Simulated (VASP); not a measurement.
A run of VASP 6.6.1:

Contents of INCAR:

```
SYSTEM = TiCo3
PREC     = Accurate       ! precision mode
ENCUT    = 520            ! plane-wave cutoff, eV
EDIFF    = 1E-6           ! SCF threshold, eV
ISMEAR   = 0              ! smearing method
SIGMA    = 0.1            ! smearing width, eV
LREAL    = .False.        ! projectors in reciprocal space
LASPH    = .True.         ! aspherical terms in the spheres
NELM     = 150            ! most SCF steps
ALGO     = Normal         ! electronic algorithm
ISIF     = 2              ! what is computed and relaxed
LWAVE    = .False.        ! write WAVECAR
LCHARG   = .False.        ! write CHGCAR
ISPIN    = 2              ! spin polarisation
MAGMOM   = -0.42 1.21 1.21 1.21 ! initial moments
LORBIT   = 11             ! projections on sites
LMAXMIX  = 4              ! l up to which the mixer works
GGA      = PS             ! functional
NBANDS   = 32             ! bands
```

File KPOINTS:

```
Automatic mesh
0
Gamma
  2 2 2
  0 0 0
```

Contents of POSCAR:

```
TiCo3
1.0
    3.6140000000      0.0000000000      0.0000000000
    0.0000000000      3.6140000000      0.0000000000
    0.0000000000      0.0000000000      3.6140000000
Ti Co
1 3
Direct
    0.0000000000      0.0000000000      0.0000000000
    0.0000000000      0.5000000000      0.5000000000
    0.5000000000      0.0000000000      0.5000000000
    0.5000000000      0.5000000000      0.0000000000
```

Potentials or basis: VASP PAW PBE potentials, release 64 (Ti_sv, Co).

Command:

```bash
$ cat potpaw_PBE.64/Ti_sv/POTCAR potpaw_PBE.64/Co/POTCAR > POTCAR
$ mpirun -np 1 vasp_std > vasp.out
```

Hardware: 1 thread of AMD EPYC 7R13 Processor (Zen 3) (shared host).

Q: How long does it take, and how much memory?

A: It took 16 s on 1 thread of AMD EPYC 7R13 Processor (Zen 3) (shared host), peak memory 0.14 GiB. Counts: scf iterations 17, k points 4.
